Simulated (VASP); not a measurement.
# AlN in VASP: settings compared

The runs below take AlN through single point, with PBE, r2SCAN.

All numbers are computed with VASP 6.6.1; they aren't measurements. Logs are shortened: lines on timing, memory, paths and dates and some standing lists are left out, and cuts for length are marked.

### 1 The cell of the first run

The structure is hexagonal, space group P6_3/mmc (No. 194). The conventional cell has a = 3.267 Å, b = 3.267 Å, c = 4.105 Å, α = 90.00°, β = 90.00°, γ = 120.00°. Within 2.5 Å of Al (site symmetry -6m2) lie 5 N at 1.89 to 2.05 Å. N (site symmetry -6m2) has 5 Al at 1.89 to 2.05 Å within 2.5 Å.

### 2 Single point, PBE (strain -0.8%)

INCAR reads:

```
PREC     = Accurate       # precision mode
ENCUT    = 520            # plane-wave cutoff, eV
EDIFF    = 1E-7           # SCF threshold, eV
ISMEAR   = -1             # smearing method
SIGMA    = 0.02           # smearing width, eV
LREAL    = F              # projectors in reciprocal space
LASPH    = T              # aspherical terms in the spheres
NELM     = 80             # most SCF steps
ALGO     = Normal         # electronic algorithm
ISIF     = 2              # what is computed and relaxed
LWAVE    = F              # write WAVECAR
LCHARG   = F              # write CHGCAR
GGA      = PE             # functional
NBANDS   = 16             # bands
```

KPOINTS reads:

```
regular mesh
0
Gamma
  12 12 6
```

POSCAR reads:

```
AlN
1.0
    3.2666664779      0.0000000000      0.0000000000
   -1.6333332389      2.8290161555      0.0000000000
    0.0000000000      0.0000000000      4.1046903471
Al N
2 2
Direct
    0.3333333333      0.6666666667      0.2500000000
    0.6666666667      0.3333333333      0.7500000000
    0.6666666667      0.3333333333      0.2500000000
    0.3333333333      0.6666666667      0.7500000000
```

Potentials or basis: VASP PAW PBE potentials, release 64 (Al, N).

Run with:

```bash
$ cat potpaw_PBE.64/Al/POTCAR potpaw_PBE.64/N/POTCAR > POTCAR
$ mpirun -np 1 vasp_std > vasp.out
```

OUTCAR:

```text
PREC = Accurate
   ENCUT = 520
   EDIFF = 1E-7
   ISMEAR = -1
   LREAL = F
   LASPH = T
   NELM = 80
   ISIF = 2
   GGA = PE

 ion  position               nearest neighbor table
   1  0.333  0.667  0.250-   3 1.89   3 1.89   3 1.89   4 2.05   4 2.05   2 2.79   2 2.79   2 2.79
                             2 2.79   2 2.79   2 2.79
   2  0.667  0.333  0.750-   4 1.89   4 1.89   4 1.89   3 2.05   3 2.05   1 2.79   1 2.79   1 2.79
                             1 2.79   1 2.79   1 2.79
   3  0.667  0.333  0.250-   1 1.89   1 1.89   1 1.89   2 2.05   2 2.05
   4  0.333  0.667  0.750-   2 1.89   2 1.89   2 1.89   1 2.05   1 2.05

  LATTYP: Found a hexagonal cell.
 ALAT       =     3.2666664779
 C/A-ratio  =     1.2565379340

  Lattice vectors:

 A1 = (   3.2666664779,   0.0000000000,   0.0000000000)
 A2 = (  -1.6333332389,   2.8290161555,   0.0000000000)
 A3 = (   0.0000000000,   0.0000000000,   4.1046903471)

Analysis of symmetry for initial positions (statically):
=====================================================================
 Subroutine PRICEL returns:
 Original cell was already a primitive cell.

 Routine SETGRP: Setting up the symmetry group for a
 hexagonal supercell.

 Subroutine GETGRP returns: Found 24 space group operations
 (whereof 12 operations were pure point group operations)
 out of a pool of 24 trial point group operations.

The static configuration has the point symmetry D_3d.
 The point group associated with its full space group is D_6h.

Analysis of symmetry for dynamics (positions and initial velocities):
=====================================================================
 Subroutine PRICEL returns:
 Original cell was already a primitive cell.

 Routine SETGRP: Setting up the symmetry group for a
 hexagonal supercell.

 Subroutine GETGRP returns: Found 24 space group operations
 (whereof 12 operations were pure point group operations)
 out of a pool of 24 trial point group operations.

The dynamic configuration has the point symmetry D_3d.
 The point group associated with its full space group is D_6h.

 Subroutine INISYM returns: Found 24 space group operations
 (whereof 12 operations are pure point group operations),
 and found     1 'primitive' translations

----------------------------------------------------------------------------------------

                                     Primitive cell

  volume of cell :      37.9333

  direct lattice vectors                    reciprocal lattice vectors
     3.266666478  0.000000000  0.000000000     0.306122467  0.176739889  0.000000000
    -1.633333239  2.829016156  0.000000000     0.000000000  0.353479777  0.000000000
     0.000000000  0.000000000  4.104690347     0.000000000  0.000000000  0.243623737

  length of vectors
     3.266666478  3.266666478  4.104690347     0.353479777  0.353479777  0.243623737

  position of ions in fractional coordinates (direct lattice)
     0.333333333  0.666666667  0.250000000
     0.666666667  0.333333333  0.750000000
     0.666666667  0.333333333  0.250000000
     0.333333333  0.666666667  0.750000000

  ion indices of the primitive-cell ions
   primitive index   ion index
                 1           1
                 2           2
                 3           3
                 4           4

----------------------------------------------------------------------------------------

 KPOINTS: regular mesh

Automatic generation of k-mesh.
 Grid dimensions read from file:
 generate k-points for:   12   12    6

 Generating k-lattice:

  Cartesian coordinates                     Fractional coordinates (reciprocal lattice)
     0.025510206  0.014728324  0.000000000     0.083333333 -0.000000000  0.000000000
     0.000000000  0.029456648  0.000000000     0.000000000  0.083333333  0.000000000
     0.000000000  0.000000000  0.040603956     0.000000000  0.000000000  0.166666667

  Length of vectors
     0.029456648  0.029456648  0.040603956

  Shift w.r.t. Gamma in fractional coordinates (k-lattice)
     0.000000000  0.000000000  0.000000000

 Subroutine IBZKPT returns following result:
 ===========================================

 Found     76 irreducible k-points:

 Following reciprocal coordinates:
            Coordinates               Weight
  0.000000  0.000000  0.000000      1.000000
  0.083333  0.000000  0.000000      6.000000
  0.166667  0.000000  0.000000      6.000000
  0.250000  0.000000  0.000000      6.000000
  0.333333  0.000000  0.000000      6.000000
  0.416667  0.000000  0.000000      6.000000
[... 16 lines left out ...]
  0.250000  0.000000  0.166667     12.000000
  0.333333  0.000000  0.166667     12.000000
 [... further k-points ...]
   k-points           NKPTS =     76   k-points in BZ     NKDIM =     76   number of bands    NBANDS=     16
   number of dos      NEDOS =    301   number of ions     NIONS =      4
   total plane-waves  NPLWV =  18432
   dimension x,y,z NGX =    24 NGY =   24 NGZ =   32
   dimension x,y,z NGXF=    48 NGYF=   48 NGZF=   64
   ions per type =               2   2
   NGX,Y,Z   is equivalent  to a cutoff of  12.21, 12.21, 12.96 a.u.
   NGXF,Y,Z  is equivalent  to a cutoff of  24.43, 24.43, 25.92 a.u.
 SYSTEM =  unknown system
   PREC   = accura    normal or accurate (medium, high low for compatibility)
   ISTART =      0    job   : 0-new  1-cont  2-samecut
   ICHARG =      2    charge: 1-file 2-atom 10-const
   ISPIN  =      1    spin polarized calculation?
   LNONCOLLINEAR =      F non collinear calculations
   LSORBIT =      F    spin-orbit coupling
   LASPH  =      T    aspherical Exc in radial PAW
   ENCUT  =  520.0 eV  38.22 Ry    6.18 a.u.   6.07  6.07  7.63*2*pi/ulx,y,z
   NELM   =     80;   NELMIN=  2; NELMDL= -5     # of ELM steps
   EDIFF  = 0.1E-06   stopping-criterion for ELM
   LREAL  =      F    real-space projection
   EDIFFG = 0.1E-05   stopping-criterion for IOM
   NSW    =      0    number of steps for IOM
   IBRION =     -1    ionic relax: 0-MD 1-quasi-New 2-CG
   NFREE  =      0    steps in history (QN), initial steepest desc. (CG)
   ISIF   =      2    stress and relaxation
   ISYM   =      2    0-nonsym 1-usesym 2-fastsym
   POTIM  = 0.5000    time-step for ionic-motion
   TEBEG  =    0.0;   TEEND  =   0.0 temperature during run
   PSTRESS=    0.0 pullay stress
   NELECT =      16.0000    total number of electrons
   NUPDOWN=      -1.0000    fix difference up-down
   EMIN   =  10.00;   EMAX   =-10.00  energy-range for DOS
   EFERMI =   0.00;   METHOD = LEGACY
   ISMEAR =    -1;   SIGMA  =   0.02  broadening in eV -4-tet -1-fermi 0-gaus
   EFERMI_NEDOS =   21; number of points for ismear=-14 and -15
   IALGO  =     38    algorithm
   IMIX   =      4    mixing-type and parameters
     AMIX     =   0.40;   BMIX     =  1.00
     AMIX_MAG =   1.60;   BMIX_MAG =  1.00
  volume/ion in A,a.u.               =       9.48        64.00
  Fermi-wavevector in a.u.,A,eV,Ry     =   1.227744  2.320100 20.508827  1.507356
  Thomas-Fermi vector in A             =   2.362696
   LORBIT       =      0    0 simple, 1 ext, 2 COOP (PROOUT), +10 PAW based schemes
   GGA     = PE    functional components
   LHFCALC =     F    Hartree Fock is set to
   AEXX    =    0.0000 exact exchange contribution
   IVDW    =     0    specifies the selected vdW correction
   LEPSILON=     F    determine dielectric tensor
   LRPA    =     F    only Hartree local field effects (RPA)
 non-spin polarized calculation
  energy-cutoff  :      520.00
  volume of cell :       37.93
 maximum number of plane-waves:      1038
   NGX = 13   NGY = 13   NGZ = 15

 number of electron      16.0000003 magnetization

 Free energy of the ion-electron system (eV)
  ---------------------------------------------------
  ext. energy  EPLUGINS =         0.00000000
  ---------------------------------------------------
  free energy    TOTEN  =       -29.25902379 eV

  energy without entropy =      -29.25902379  energy(sigma->0) =      -29.25902379

 E-fermi :   8.8259     XC(G=0): -11.3724

 val. band max:        8.4723418186   @ k =   0.0000   0.0000   0.0000
 cond. band min:      12.1129852973   @ k =   0.0000   0.0000   0.0000
 fundamental gap:      3.6406434787
 Fermi energy:         8.8258903635

 k-point     1 :       0.0000    0.0000    0.0000
  band No.  band energies     occupation
      1      -8.6703      2.00000
      2      -4.7775      2.00000
      3       1.3485      2.00000
      4       5.0675      2.00000
      5       5.0675      2.00000
      6       6.8062      2.00000
[... 8 lines left out ...]
     15      20.5700      0.00000
     16      20.5701      0.00000

 k-point     2 :       0.0833    0.0000    0.0000
  band No.  band energies     occupation
      1      -8.5874      2.00000
      2      -4.7757      2.00000
      3       1.4363      2.00000
      4       4.7726      2.00000
      5       4.9447      2.00000
      6       6.5159      2.00000
[... 8 lines left out ...]
     15      20.2044      0.00000
     16      20.3418      0.00000

 k-point     3 :       0.1667    0.0000    0.0000
  band No.  band energies     occupation
      1      -8.3442      2.00000
      2      -4.7860      2.00000
      3       1.6957      2.00000
      4       4.0420      2.00000
      5       4.6570      2.00000
      6       5.8856      2.00000
[... 8 lines left out ...]
     15      19.4736      0.00000
     16      20.9267      0.00000

 k-point     4 :       0.2500    0.0000    0.0000
  band No.  band energies     occupation
      1      -7.9598      2.00000
      2      -4.8520      2.00000
      3       2.1131      2.00000
      4       3.1854      2.00000
      5       4.3334      2.00000
      6       5.2161      2.00000
[... 8 lines left out ...]
     15      18.9700      0.00000
     16      21.4508      0.00000

 k-point     5 :       0.3333    0.0000    0.0000
  band No.  band energies     occupation
      1      -7.4742      2.00000
      2      -5.0249      2.00000
      3       2.4579      2.00000
      4       2.6563      2.00000
      5       4.0587      2.00000
      6       4.6505      2.00000
[... 8 lines left out ...]
     15      20.1578      0.00000
     16      21.8648      0.00000

 k-point     6 :       0.4167    0.0000    0.0000
  band No.  band energies     occupation
      1      -6.9762      2.00000
      2      -5.3036      2.00000
      3       1.9978      2.00000
      4       3.2372      2.00000
      5       3.8789      2.00000
      6       4.2705      2.00000
[... 8 lines left out ...]
     15      21.4797      0.00000
     16      22.1881      0.00000
[... 267 lines left out ...]
 k-point    21 :       0.0833    0.0000    0.1667
  band No.  band energies     occupation
      1      -8.4103      2.00000
      2      -5.1907      2.00000
      3       1.9101      2.00000
      4       4.9307      2.00000
      5       5.0566      2.00000
      6       6.2618      2.00000
[... 8 lines left out ...]
     15      20.6188      0.00000
     16      20.7801      0.00000

 k-point    22 :       0.1667    0.0000    0.1667
  band No.  band energies     occupation
      1      -8.1719      2.00000
      2      -5.1458      2.00000
      3       1.9624      2.00000
      4       4.3531      2.00000
      5       4.7825      2.00000
      6       5.5031      2.00000
[... 8 lines left out ...]
     15      20.1405      0.00000
     16      21.0289      0.00000

 k-point    23 :       0.2500    0.0000    0.1667
  band No.  band energies     occupation
      1      -7.7965      2.00000
      2      -5.1236      2.00000
      3       1.9169      2.00000
      4       3.7940      2.00000
      5       4.4716      2.00000
      6       4.7845      2.00000
[... 8 lines left out ...]
     15      19.8483      0.00000
     16      21.3581      0.00000

 k-point    24 :       0.3333    0.0000    0.1667
  band No.  band energies     occupation
      1      -7.3257      2.00000
      2      -5.1896      2.00000
      3       1.6792      2.00000
      4       3.4655      2.00000
      5       4.2058      2.00000
      6       4.3169      2.00000
[... 8 lines left out ...]
     15      20.4767      0.00000
     16      21.6849      0.00000

 [... further k-points ...]
[... 5 lines left out ...]
  --------------------------------------------------------------------------------------
  -------------------------------------------------------------------------------------
  Total        2.5777636      2.5777636      2.4253365      0.0000000     -0.0000000      0.0000000
  in kB      108.8762239    108.8762239    102.4382034      0.0000000     -0.0000000      0.0000000
  external PRESSURE =     106.7302171 kB  Pullay stress =       0.0000000 kB

 VOLUME and BASIS-vectors are now :
 -----------------------------------------------------------------------------
  energy-cutoff  :      520.00
  volume of cell :       37.93
      direct lattice vectors                 reciprocal lattice vectors
     3.266666478  0.000000000  0.000000000     0.306122467  0.176739889  0.000000000
    -1.633333239  2.829016156  0.000000000     0.000000000  0.353479777  0.000000000
     0.000000000  0.000000000  4.104690347     0.000000000  0.000000000  0.243623737

 POSITION                                       TOTAL-FORCE (eV/Angst)
 -----------------------------------------------------------------------------------
     -0.00000      1.88601      1.02617         0.000000      0.000000      0.000000
      1.63333      0.94301      3.07852        -0.000000      0.000000      0.000000
      1.63333      0.94301      1.02617        -0.000000     -0.000000      0.000000
     -0.00000      1.88601      3.07852        -0.000000     -0.000000      0.000000
 -----------------------------------------------------------------------------------
    total drift:                               -0.000000     -0.000000     -0.000000

  FREE ENERGIE OF THE ION-ELECTRON SYSTEM (eV)
  ---------------------------------------------------
  free  energy   TOTEN  =       -29.2590237852 eV

  energy  without entropy=      -29.2590237852  energy(sigma->0) =      -29.25902379
```

Run time: 14 s. Hardware: 1 thread of Intel Xeon 6975P-C (Granite Rapids), shared host; peak memory 0.16 GiB.

What came out:

* Free energy: -29.2590 eV
* Pressure: 10.7 GPa
* Band gap on the k mesh: 3.64 eV, direct

Stress tensor (GPa, compression positive):
```
10.89  0.00  0.00
 0.00 10.89  0.00
 0.00  0.00 10.24
```

Caveat: the cell differs from its parent crystal (strain -0.8%).

### 3 Single point, r2SCAN (strain -0.8%)

POSCAR is that of step 2.

INCAR.step1 reads:

```
SYSTEM = AlN
ALGO = Normal
EDIFF = 1E-4
ENCUT = 520
GGA = PE
ISMEAR = 0
LASPH = .TRUE.
LCHARG = .FALSE.
LREAL = .FALSE.
LWAVE = .TRUE.
NBANDS = 16
NELM = 60
PREC = Accurate
SIGMA = 0.01
```

INCAR.step2 reads:

```
SYSTEM = AlN
ALGO = Normal
EDIFF = 1E-7
ENCUT = 520
ISIF = 2
ISMEAR = 0
ISTART = 1
LASPH = .TRUE.
LCHARG = .FALSE.
LMIXTAU = .TRUE.
LREAL = .FALSE.
LWAVE = .FALSE.
METAGGA = R2SCAN
NBANDS = 16
NELM = 60
PREC = Accurate
SIGMA = 0.01
```

KPOINTS reads:

```
k-points
0
G
  12 12 6
  0 0 0
```

Potentials or basis: VASP PAW PBE potentials, release 64 (Al, N).

Run with:

```bash
$ cat potpaw_PBE.64/Al/POTCAR potpaw_PBE.64/N/POTCAR > POTCAR
$ cp INCAR.step1 INCAR
$ mpirun -np 1 vasp_std > vasp.out
$ cp INCAR.step2 INCAR
$ mpirun -np 1 vasp_std > vasp.out
```

It took 52 s on 1 thread of Intel Xeon 6975P-C (Granite Rapids), shared host; peak memory 0.17 GiB.

Results (log left out):

| Property | Result |
| --- | --- |
| Free energy | -37.9990 eV |
| Pressure | 5.0 GPa |
| Band gap on the k mesh | 4.24 eV, direct |

Stress tensor (GPa, compression positive):
```
5.45 0.00 0.00
0.00 5.45 0.00
0.00 0.00 4.11
```

Levels at points of the mesh, in eV from the valence-band top:
| k point | band 5 | band 6 | band 7 | band 8 | band 9 | band 10 | band 11 | band 12 |
| --- | --- | --- | --- | --- | --- | --- | --- | --- |
| (0.00, 0.00, 0.00) | -3.55 | -1.76 | -1.76 | 0.00 | 4.24 | 5.61 | 9.29 | 9.29 |
| (0.50, 0.00, 0.00) | -4.82 | -4.42 | -3.10 | -1.51 | 4.69 | 8.00 | 8.38 | 9.95 |
| (0.00, 0.00, 0.50) | -2.70 | -2.70 | -2.70 | -2.70 | 6.65 | 6.65 | 9.39 | 9.39 |
| (0.50, 0.00, 0.50) | -3.47 | -3.47 | -1.88 | -1.88 | 5.90 | 5.90 | 10.62 | 10.62 |

Caveat: the cell differs from its parent crystal (strain -0.8%); the PAW data sets were made with another functional, which shifts forces and pressure a little. A k mesh can miss the band edges.

[end of part 1 of 2]
